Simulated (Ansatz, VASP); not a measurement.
**Mn in VASP and in Ansatz**

```
Mn
1.0
    14.00000    0.00000    0.00000
     0.00000   14.40000    0.00000
     0.00000    0.00000   14.80000
Mn
1
Direct
  0.50000 0.50000 0.50000
```

Alike in both runs: task single point; functional LDA; k mesh 1 × 1 × 1; occupations fermi-dirac, width 0.01 eV; collinear spin.

|  | VASP | Ansatz |
| --- | --- | --- |
| version | VASP 6.6.1 | Ansatz 0.2.0 |
| potentials or method | VASP PAW LDA potentials, release 64 (Mn_pv), cutoff 400 eV | plane waves (420 eV) with PAW, scalar-relativistic |
| valence electrons in the cell | 13 | 15 |

```tsv
	VASP	Ansatz	Ansatz less VASP
gap on the k mesh at the Fermi level (eV)	0.36	0.50	+0.145
net moment per atom (μB)	5.00	5.00	0.000
size of the moment on the site where the two differ most (μB)	4.69	5.00	+0.310
```

Ansatz warns that its potentials were made for another functional, while VASP's fit it. LDA's correlation is that of Perdew and Zunger in VASP and of Perdew and Wang (1992) in Ansatz. Site moments also hang on the region over which each program counts them. VASP's potentials hold 13 valence electrons a cell and Ansatz's 15, so a difference there can come from the potentials and not from the codes.
